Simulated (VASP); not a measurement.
Wanted: the native input for a VASP 6.6.1 run.

| Quantity | Value |
| --- | --- |
| Task | single point |
| Functional | PBE |
| Potentials or basis | VASP PAW PBE potentials, release 64 (Al, Ni) |
| Cutoff | 520 eV |
| k mesh | 14 × 14 × 14 |
| Occupations | gaussian, width 0.1 eV |
| Spin | collinear spin, ferromagnetic start |
| Starting moments | [0.0, 0.3, 0.3, 0.3] μB |
| Dipole correction | no |
| Further INCAR settings | ALGO = Fast; EDIFF = 1e-06; NBANDS = 28 |

The structure of AlNi3 lies in POSCAR:

```
AlNi3
1.0
    3.6023456533      0.0000000000      0.0000000000
    0.0000000000      3.6023456533      0.0000000000
    0.0000000000      0.0000000000      3.6023456533
Al Ni
1 3
Direct
    0.0000000000      0.0000000000      0.0000000000
    0.0000000000      0.5000000000      0.5000000000
    0.5000000000      0.0000000000      0.5000000000
    0.5000000000      0.5000000000      0.0000000000
```

This cell differs from its parent crystal: equal strain along all axes, cell held: +1.0 %.

The input as run:

INCAR

```
PREC = Accurate
ENCUT = 520
EDIFF = 1E-6
ISMEAR = 0
SIGMA = 0.1
LREAL = False
LASPH = True
NELM = 150
ALGO = Fast
ISIF = 2
LWAVE = False
LCHARG = False
ISPIN = 2
MAGMOM = 0 0.3 0.3 0.3
LORBIT = 11
LMAXMIX = 4
GGA = PE
NBANDS = 28
```

KPOINTS

```
Automatic mesh
0
Gamma
  14 14 14
```

Potentials or basis: VASP PAW PBE potentials, release 64 (Al, Ni).

Run with:

```bash
$ cat potpaw_PBE.64/Al/POTCAR potpaw_PBE.64/Ni/POTCAR > POTCAR
$ mpirun -np 1 vasp_std > vasp.out
```

Results of the run:

```yaml
Pressure: -5.1 GPa
Net_moment: 0.72 μB per cell
Site_moments: Al -0.01; Ni +0.26 μB
Valence_electrons_inside_the_program's_atomic_spheres: Al 0.78; Ni 9.33
```

Caveat: the cell differs from its parent crystal (equal strain along all axes, cell held: +1.0 %); the cell stands under tension.

Wall time 4.1 min on 1 thread of Intel(R) Xeon(R) Platinum 8259CL CPU @ 2.50GHz (Skylake/Cascade Lake), on a shared host, peak memory 0.34 GiB.
